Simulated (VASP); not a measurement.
Here is a VASP 6.6.1 calculation.

Contents of POSCAR:

```
Ga2O3
1.0
   -1.4694742516      1.9631240620      4.6425676377
    1.4694742516     -1.9631240620      4.6425676377
    1.4694742516      1.9631240620     -4.6425676377
Ga O
2 3
Direct
    0.6542534191      0.6542534191      0.0000000000
    0.3457465809      0.3457465809      0.0000000000
    0.5000000000      0.0000000000      0.5000000000
    0.1990047914      0.6990047914      0.5000000000
    0.8009952086      0.3009952086      0.5000000000
```

Contents of INCAR.step1:

```
SYSTEM = Ga2O3
PREC = Accurate
ENCUT = 520
ISMEAR = 0
SIGMA = 0.02
LREAL = .False.
LASPH = .True.
NELM = 80
NBANDS = 30
GGA = PE
ALGO = Normal
EDIFF = 1E-4
LWAVE = .True.
LCHARG = .False.
```

File INCAR.step2:

```
SYSTEM = Ga2O3
PREC = Accurate
ENCUT = 520
EDIFF = 1E-6
ISMEAR = 0
SIGMA = 0.02
LREAL = .False.
LASPH = .True.
NELM = 80
ALGO = Normal
ISIF = 2
LWAVE = .False.
LCHARG = .False.
METAGGA = R2SCAN
LMIXTAU = .True.
NBANDS = 30
ISTART = 1
```

The input KPOINTS:

```
Automatic mesh
0
Gamma
  12 12 12
  0 0 0
```

Potentials or basis: VASP PAW PBE potentials, release 64 (Ga_d, O).

Launch:

```console
$ cat potpaw_PBE.64/Ga_d/POTCAR potpaw_PBE.64/O/POTCAR > POTCAR
$ cp INCAR.step1 INCAR
$ mpirun -np 1 vasp_std > vasp.out
$ cp INCAR.step2 INCAR
$ mpirun -np 1 vasp_std > vasp.out
```

Q: Predict the pressure.

A: -7.2 GPa.

Q: What does it give for the band gap on the k mesh?

A: 2.71 eV.

Stress tensor (GPa, compression positive):
```
-7.19  0.00  0.00
 0.00 -7.48  0.00
 0.00  0.00 -7.01
```

Caveat: the cell stands under tension; the PAW data sets were made with another functional, which shifts forces and pressure a little. A k mesh can miss the band edges.
